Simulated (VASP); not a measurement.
# Rh (Fm-3m) in VASP: a series of runs

Rh is run at these levels: r2SCAN; tasks: single point.

Everything below comes from runs of VASP 6.6.1. Logs are shortened: lines on timing, memory, paths and dates and some standing lists are left out, and cuts for length are marked.

## Step 1: The cell of the first run

It takes space group Fm-3m (No. 225, cubic). Conventional cell: a = 3.741 Å, b = 3.741 Å, c = 3.741 Å, α = 90.00°, β = 90.00°, γ = 90.00°. Within 3.5 Å of Rh (site symmetry m-3m) lie 12 Rh at 2.65 Å.

## Step 2: Single point, r2SCAN

Input file POSCAR:

```
Rh
1.0
    0.0000000000      1.8703799614      1.8703799614
    1.8703799614      0.0000000000      1.8703799614
    1.8703799614      1.8703799614      0.0000000000
Rh
1
Direct
    0.0000000000      0.0000000000      0.0000000000
```

Input file INCAR.step1:

```
SYSTEM = Rh
ALGO = Normal
EDIFF = 1E-5
ENCUT = 680
GGA = PE
GGA_COMPAT = .FALSE.
ISMEAR = -1
LASPH = .TRUE.
LCHARG = .FALSE.
LREAL = .FALSE.
LWAVE = .TRUE.
NBANDS = 14
NELM = 120
PREC = Accurate
SIGMA = 0.05
```

Input file INCAR.step2:

```
SYSTEM = Rh
ALGO = Normal
EDIFF = 1E-6
ENCUT = 680
GGA_COMPAT = .FALSE.
ISIF = 2
ISMEAR = -1
ISTART = 1
LASPH = .TRUE.
LCHARG = .FALSE.
LMIXTAU = .TRUE.
LREAL = .FALSE.
LWAVE = .FALSE.
METAGGA = R2SCAN
NBANDS = 14
NELM = 120
PREC = Accurate
SIGMA = 0.05
```

Input file KPOINTS:

```
k-points
0
G
  24 24 24
  0 0 0
```

Potentials or basis: VASP PAW PBE potentials, release 64 (Rh_sv_GW).

Started as:

```console
$ cat potpaw_PBE.64/Rh_sv_GW/POTCAR > POTCAR
$ cp INCAR.step1 INCAR
$ mpirun -np 1 vasp_std > vasp.out
$ cp INCAR.step2 INCAR
$ mpirun -np 1 vasp_std > vasp.out
```

OUTCAR:

```text
SYSTEM = Rh
   EDIFF = 1E-6
   ENCUT = 680
   ISIF = 2
   ISMEAR = -1
   ISTART = 1
   LASPH = .TRUE.
   LREAL = .FALSE.
   METAGGA = R2SCAN
   NELM = 120
   PREC = Accurate

 ion  position               nearest neighbor table
   1  0.000  0.000  0.000-

  LATTYP: Found a face centered cubic cell.
 ALAT       =     3.7407599228

  Lattice vectors:

 A1 = (   0.0000000000,   1.8703799614,   1.8703799614)
 A2 = (   1.8703799614,   0.0000000000,   1.8703799614)
 A3 = (   1.8703799614,   1.8703799614,   0.0000000000)

Analysis of symmetry for initial positions (statically):
=====================================================================
 Subroutine PRICEL returns:
 Original cell was already a primitive cell.

 Routine SETGRP: Setting up the symmetry group for a
 face centered cubic supercell.

 Subroutine GETGRP returns: Found 48 space group operations
 (whereof 48 operations were pure point group operations)
 out of a pool of 48 trial point group operations.

The static configuration has the point symmetry O_h .

Analysis of symmetry for dynamics (positions and initial velocities):
=====================================================================
 Subroutine PRICEL returns:
 Original cell was already a primitive cell.

 Routine SETGRP: Setting up the symmetry group for a
 face centered cubic supercell.

 Subroutine GETGRP returns: Found 48 space group operations
 (whereof 48 operations were pure point group operations)
 out of a pool of 48 trial point group operations.

The dynamic configuration has the point symmetry O_h .

 Subroutine INISYM returns: Found 48 space group operations
 (whereof 48 operations are pure point group operations),
 and found     1 'primitive' translations

----------------------------------------------------------------------------------------

                                     Primitive cell

  volume of cell :      13.0864

  direct lattice vectors                    reciprocal lattice vectors
     0.000000000  1.870379961  1.870379961    -0.267325362  0.267325362  0.267325362
     1.870379961  0.000000000  1.870379961     0.267325362 -0.267325362  0.267325362
     1.870379961  1.870379961  0.000000000     0.267325362  0.267325362 -0.267325362

  length of vectors
     2.645116708  2.645116708  2.645116708     0.463021109  0.463021109  0.463021109

  position of ions in fractional coordinates (direct lattice)
     0.000000000  0.000000000  0.000000000

  ion indices of the primitive-cell ions
   primitive index   ion index
[... 81 lines left out ...]
   POTIM  = 0.5000    time-step for ionic-motion
   TEBEG  =    0.0;   TEEND  =   0.0 temperature during run
   PSTRESS=    0.0 pullay stress
   NELECT =      17.0000    total number of electrons
   NUPDOWN=      -1.0000    fix difference up-down
   EMIN   =  10.00;   EMAX   =-10.00  energy-range for DOS
   EFERMI =   0.00;   METHOD = LEGACY
   ISMEAR =    -1;   SIGMA  =   0.05  broadening in eV -4-tet -1-fermi 0-gaus
   EFERMI_NEDOS =   21; number of points for ismear=-14 and -15
   IALGO  =     38    algorithm
   IMIX   =      4    mixing-type and parameters
     AMIX     =   0.40;   BMIX     =  1.00
     AMIX_MAG =   1.60;   BMIX_MAG =  1.00
  volume/ion in A,a.u.               =      13.09        88.31
  Fermi-wavevector in a.u.,A,eV,Ry     =   1.786287  3.375593 43.413771  3.190822
  Thomas-Fermi vector in A             =   2.849899
   LORBIT       =      0    0 simple, 1 ext, 2 COOP (PROOUT), +10 PAW based schemes
   METAGGA = R2SCAN    functional components
   LHFCALC =     F    Hartree Fock is set to
   AEXX    =    0.0000 exact exchange contribution
   IVDW    =     0    specifies the selected vdW correction
   LEPSILON=     F    determine dielectric tensor
   LRPA    =     F    only Hartree local field effects (RPA)
 non-spin polarized calculation
  energy-cutoff  :      680.00
  volume of cell :       13.09
 maximum number of plane-waves:       544
   NGX = 11   NGY = 11   NGZ = 11

 number of electron      17.0000003 magnetization

 Free energy of the ion-electron system (eV)
  ---------------------------------------------------
  ext. energy  EPLUGINS =         0.00000000
  ---------------------------------------------------
  free energy    TOTEN  =       -23.26290044 eV

  energy without entropy =      -23.25400087  energy(sigma->0) =      -23.25845066

 E-fermi :  11.5524     XC(G=0): -15.6488

 val. band max:       11.5510408458   @ k =  -0.3750   0.2500   0.0000
 cond. band min:      11.5534050439   @ k =   0.4167   0.0833   0.0417
 fundamental gap:      0.0023641981
 Fermi energy:        11.5524112294

 k-point     1 :       0.0000    0.0000    0.0000
  band No.  band energies     occupation
      1     -69.7839      2.00000
      2     -36.3373      2.00000
      3     -36.3373      2.00000
      4     -36.3373      2.00000
      5       3.0322      2.00000
      6       8.1364      2.00000
      7       8.1364      2.00000
      8       8.1364      2.00000
      9      10.4059      2.00000
     10      10.4059      2.00000
     11      27.9571      0.00000
     12      33.8772      0.00000
     13      33.8772      0.00000
     14      33.8772      0.00000
[... 377 lines left out ...]
      1     -69.6353      2.00000
      2     -37.2294      2.00000
      3     -36.4667      2.00000
      4     -36.4662      2.00000
      5       4.8910      2.00000
      6       7.9861      2.00000
      7       8.1086      2.00000
      8      11.1236      1.99962
      9      12.1544      0.00001
     10      12.8266      0.00000
     11      21.8046      0.00000
     12      27.8480      0.00000
     13      34.0006      0.00000
     14      34.2811      0.00000

 [... further k-points ...]

------------------------ aborting loop because EDIFF is reached ----------------------------------------

  FORCE on cell =-STRESS in cart. coord.  units (eV):
  Direction    XX          YY          ZZ          XY          YZ          ZX
  --------------------------------------------------------------------------------------
  -------------------------------------------------------------------------------------
  Total        1.2417723      1.2417723      1.2417723      0.0000000      0.0000000      0.0000000
  in kB      152.0313044    152.0313044    152.0313044      0.0000000      0.0000000      0.0000000
  external PRESSURE =     152.0313044 kB  Pullay stress =       0.0000000 kB

 VOLUME and BASIS-vectors are now :
 -----------------------------------------------------------------------------
  energy-cutoff  :      680.00
  volume of cell :       13.09
      direct lattice vectors                 reciprocal lattice vectors
     0.000000000  1.870379961  1.870379961    -0.267325362  0.267325362  0.267325362
     1.870379961  0.000000000  1.870379961     0.267325362 -0.267325362  0.267325362
     1.870379961  1.870379961  0.000000000     0.267325362  0.267325362 -0.267325362

 POSITION                                       TOTAL-FORCE (eV/Angst)
 -----------------------------------------------------------------------------------
      0.00000      0.00000      0.00000         0.000000      0.000000      0.000000
 -----------------------------------------------------------------------------------
    total drift:                                0.000000      0.000000      0.000000

  FREE ENERGIE OF THE ION-ELECTRON SYSTEM (eV)
  ---------------------------------------------------
  free  energy   TOTEN  =       -23.2629004413 eV

  energy  without entropy=      -23.2540008718  energy(sigma->0) =      -23.25845066
```

OUTCAR.step1:

```text
SYSTEM = Rh
   EDIFF = 1E-5
   ENCUT = 680
   GGA = PE
   ISMEAR = -1
   LASPH = .TRUE.
   LREAL = .FALSE.
[... 623 lines left out ...]
 -----------------------------------------------------------------------------------
      0.00000      0.00000      0.00000        -0.000000      0.000000      0.000000
 -----------------------------------------------------------------------------------
    total drift:                                0.000000      0.000000      0.000000

  FREE ENERGIE OF THE ION-ELECTRON SYSTEM (eV)
  ---------------------------------------------------
  free  energy   TOTEN  =        -6.3553747614 eV

  energy  without entropy=       -6.3462501211  energy(sigma->0) =       -6.35081244
```

Run time: 4.1 min. Hardware: 1 thread of Intel Xeon Platinum 8259CL at 2.50GHz (Skylake/Cascade Lake), shared host; peak memory 0.27 GiB.

What came out:

```
Free energy            : -23.2629 eV
Pressure               : 15.2 GPa
Band gap on the k mesh : zero (an odd number of electrons rules out a gap without spin polarisation)
```

Caveat: the cell stands under pressure; the PAW data sets were made with another functional, which shifts forces and pressure a little.

## Step 3: Single point, r2SCAN

This run uses another cell than the first one, of 13.72 Å³/atom.

Input file POSCAR:

```
Rh
1.0
    0.0000000000      1.8999785092      1.8999785092
    1.8999785092      0.0000000000      1.8999785092
    1.8999785092      1.8999785092      0.0000000000
Rh
1
Direct
    0.0000000000      0.0000000000      0.0000000000
```

Input file INCAR.step1:

```
PREC     = Accurate       # precision mode
ENCUT    = 680            # plane-wave cutoff, eV
ISMEAR   = -1             # smearing method
SIGMA    = 0.05           # smearing width, eV
LREAL    = False          # projectors in reciprocal space
LASPH    = True           # aspherical terms in the spheres
NELM     = 120            # most SCF steps
NBANDS   = 14             # bands
GGA      = PE             # functional
ALGO     = Normal         # electronic algorithm
EDIFF    = 1E-5           # SCF threshold, eV
LWAVE    = True           # write WAVECAR
LCHARG   = False          # write CHGCAR
GGA_COMPAT= False
```

Input file INCAR.step2:

```
PREC     = Accurate       # precision mode
ENCUT    = 680            # plane-wave cutoff, eV
EDIFF    = 1E-6           # SCF threshold, eV
ISMEAR   = -1             # smearing method
SIGMA    = 0.05           # smearing width, eV
LREAL    = False          # projectors in reciprocal space
LASPH    = True           # aspherical terms in the spheres
NELM     = 120            # most SCF steps
ALGO     = Normal         # electronic algorithm
ISIF     = 2              # what is computed and relaxed
LWAVE    = False          # write WAVECAR
LCHARG   = True           # write CHGCAR
METAGGA  = R2SCAN         # meta-GGA
LMIXTAU  = True         
LELF     = True           # ELF
LVHAR    = True         
NBANDS   = 14             # bands
ISTART   = 1            
GGA_COMPAT= False
```

Input file KPOINTS:

```
regular mesh
0
Gamma
  24 24 24
```

Potentials or basis: VASP PAW PBE potentials, release 64 (Rh_sv_GW).

Started as:

```console
$ cat potpaw_PBE.64/Rh_sv_GW/POTCAR > POTCAR
$ cp INCAR.step1 INCAR
$ mpirun -np 1 vasp_std > vasp.out
$ cp INCAR.step2 INCAR
$ mpirun -np 1 vasp_std > vasp.out
```

Run time: 8.1 min. Hardware: 1 thread of AMD EPYC 7R43 (Zen 3), shared host; peak memory 0.25 GiB.

The run converged. Its results:

```
Free energy            : -23.2914 eV
Pressure               : 0.1 GPa
Band gap on the k mesh : zero (an odd number of electrons rules out a gap without spin polarisation)
```

Levels at points of the mesh, in eV from the Fermi level:
```csv
k point,band 5,band 6,band 7,band 8,band 9,band 10,band 11,band 12
"(0.00, 0.00, 0.00)",-8.16,-3.17,-3.17,-3.17,-1.07,-1.07,16.47,22.13
"(0.50, 0.00, 0.00)",-6.34,-3.29,-3.29,0.59,0.59,0.91,9.13,16.08
"(0.50, 0.50, 0.00)",-6.55,-6.18,0.52,1.05,1.05,3.49,12.91,13.98
```

Caveat: the PAW data sets were made with another functional, which shifts forces and pressure a little.
